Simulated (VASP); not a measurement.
Input of a VASP 6.6.1 run:

INCAR

```
PREC = Accurate
ENCUT = 600
EDIFF = 1E-6
ISMEAR = -1
SIGMA = 0.1
LREAL = False
LASPH = True
NELM = 80
ALGO = Normal
ISIF = 3
LWAVE = False
LCHARG = False
GGA = PE
IBRION = 2
NSW = 32
EDIFFG = -0.005
PSTRESS = 2700.0
```

File KPOINTS:

```
Automatic mesh
0
Gamma
  25 25 25
```

Contents of POSCAR:

```
Be
1.0
   -1.5476291612      1.5476291612      0.8498763978
    1.5476291612     -1.5476291612      0.8498763978
    1.5476291612      1.5476291612     -0.8498763978
Be
2
Direct
   -0.3750000000     -0.1250000000     -0.2500000000
    0.3750000000      0.1250000000      0.2500000000
```

Potentials or basis: VASP PAW PBE potentials, release 64 (Be).

Run with:

```sh
$ cat potpaw_PBE.64/Be/POTCAR > POTCAR
$ mpirun -np 1 vasp_std > vasp.out
```

Question: Predict the relaxed volume.

Answer: 4.08 Å³/atom.

Question: Estimate the band gap on the k mesh.

Answer: Zero (bands 2 and 3 overlap by 9.97 eV).

Stress tensor (GPa, compression positive):
```
270.07   0.00   0.00
  0.00 270.07   0.00
  0.00   0.00 269.94
```

Caveat: the cell is relaxed towards a set pressure, so the run minimises the enthalpy, not the energy.
